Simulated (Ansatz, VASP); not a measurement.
Ge, level by level in two programs

```
Ge
1.0
     2.71047    0.00000    0.00000
     0.00000    2.71047    0.00000
     0.00000    0.00000    2.71047
Ge
1
Direct
  0.00000 0.00000 0.00000
```

Single points on this cell with VASP 6.6.1 and Ansatz 0.2.0. Each row is one pair of runs. Alike in all rows: smearing: fermi-dirac, width 0.05 eV; VASP's potentials, cutoff: VASP PAW PBE potentials, release 64 (Ge_d), 520 eV.

| level | spin | k mesh | Ansatz's potentials, cutoff | gap on the k mesh at the Fermi level (eV), VASP | gap on the k mesh at the Fermi level (eV), Ansatz | pressure (GPa), VASP | pressure (GPa), Ansatz |
| --- | --- | --- | --- | --- | --- | --- | --- |
| PBEsol-based global hybrid | off | 5 × 5 × 5 | Ansatz PAW, 420 eV | none | none | -3.6 | -3.6 |
| r2SCANh | off | 5 × 5 × 5 | Ansatz PAW, 500 eV | none | none | -1.9 | -1.7 |
| r2SCAN50 | off | 5 × 5 × 5 | Ansatz PAW, 500 eV | none | none | -3.4 | -3.6 |
| HF | off | 5 × 5 × 5 | Ansatz PAW, 420 eV | none | none | 4.0 | 4.6 |
| HSE06 | non-collinear, zero start, SOC | 4 × 4 × 4 | Ansatz PAW, 420 eV | - | - | -1.6 | -1.5 |

Pressure (GPa): the two programs differ by at most 0.64.

A gap of «none» marks a metal or a gap that the smearing closes.

The k mesh is coarse, so the values compare programs but aren't converged.
